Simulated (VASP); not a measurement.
Write the native input for VASP 6.6.1 that does the following.

* Task: G0W0 quasiparticle levels
* Functional: PBE
* Potentials or basis: VASP PAW PBE potentials, release 64 (Al_GW, N_GW)
* Cutoff: 500 eV
* k mesh: 4 × 4 × 4
* Occupations: gaussian, width 0.01 eV
* Spin: no spin polarisation
* Dipole correction: no
* GW scheme: G0W0
* GW iterations: 1
* Cutoff of the response function: 60
* Frequency points: 48
* Empty bands: 30
* Further INCAR settings: ALGO = EVGW0; EDIFF = 1e-08; NBANDS = 34

Crystal: AlN.

```
Al N
1.0
     0.00000    2.18488    2.18488
     2.18488    0.00000    2.18488
     2.18488    2.18488    0.00000
Al N
1 1
Direct
  0.00000 0.00000 0.00000
  0.25000 0.25000 0.25000
```

One way to write it, as run:

POSCAR

```
AlN
1.0
    0.0000000000      2.1848764208      2.1848764208
    2.1848764208      0.0000000000      2.1848764208
    2.1848764208      2.1848764208      0.0000000000
Al N
1 1
Direct
    0.0000000000      0.0000000000      0.0000000000
    0.2500000000      0.2500000000      0.2500000000
```

INCAR.step1

```
ALGO     = Normal         # electronic algorithm
EDIFF    = 1E-8           # SCF threshold, eV
ENCUT    = 500            # plane-wave cutoff, eV
GGA      = PE             # functional
ISMEAR   = 0              # smearing method
LASPH    = T              # aspherical terms in the spheres
LCHARG   = F              # write CHGCAR
LREAL    = F              # projectors in reciprocal space
LWAVE    = T              # write WAVECAR
NELM     = 80             # most SCF steps
PREC     = Accurate       # precision mode
SIGMA    = 0.01           # smearing width, eV
```

INCAR.step2

```
ALGO     = Exact          # electronic algorithm
EDIFF    = 1E-8           # SCF threshold, eV
ENCUT    = 500            # plane-wave cutoff, eV
GGA      = PE             # functional
ISMEAR   = 0              # smearing method
ISTART   = 1            
LASPH    = T              # aspherical terms in the spheres
LCHARG   = F              # write CHGCAR
LOPTICS  = T              # frequency-dependent dielectric function
LREAL    = F              # projectors in reciprocal space
LWAVE    = T              # write WAVECAR
NBANDS   = 34             # bands
NELM     = 1              # most SCF steps
PREC     = Accurate       # precision mode
SIGMA    = 0.01           # smearing width, eV
```

INCAR.step3

```
ALGO     = EVGW0          # electronic algorithm
EDIFF    = 1E-8           # SCF threshold, eV
ENCUT    = 500            # plane-wave cutoff, eV
ENCUTGW  = 60.0           # cutoff of the response function
GGA      = PE             # functional
ISMEAR   = 0              # smearing method
ISTART   = 1            
LASPH    = T              # aspherical terms in the spheres
LCHARG   = F              # write CHGCAR
LREAL    = F              # projectors in reciprocal space
LWAVE    = F              # write WAVECAR
NBANDS   = 34             # bands
NBANDSGW = 12           
NELMGW   = 1            
NOMEGA   = 48             # frequency points
PREC     = Accurate       # precision mode
PRECFOCK = Fast         
SIGMA    = 0.01           # smearing width, eV
```

KPOINTS

```
k-points
0
Gamma
  4 4 4
```

Potentials or basis: VASP PAW PBE potentials, release 64 (Al_GW, N_GW).

Command:

```console
$ cat potpaw_PBE.64/Al_GW/POTCAR potpaw_PBE.64/N_GW/POTCAR > POTCAR
$ cp INCAR.step1 INCAR
$ mpirun -np 1 vasp_std > vasp.out
$ cp INCAR.step2 INCAR
$ mpirun -np 1 vasp_std > vasp.out
$ cp INCAR.step3 INCAR
$ mpirun -np 1 vasp_std > vasp.out
```

It gave:

```json
{"Band gap on the k mesh, mean-field level": "3.29 eV, indirect (least direct gap 4.17 eV)", "Quasiparticle gap": "4.18 eV", "Least direct quasiparticle gap": "5.35 eV"}
```

Caveat: the k points lie up to 0.62 Å⁻¹ apart; bands, screening cutoff and mesh are small and nothing is extrapolated, so the quasiparticle values aren't converged.

It took 51 s on 1 thread of AMD EPYC 7571 (shared host), peak memory 0.16 GiB.
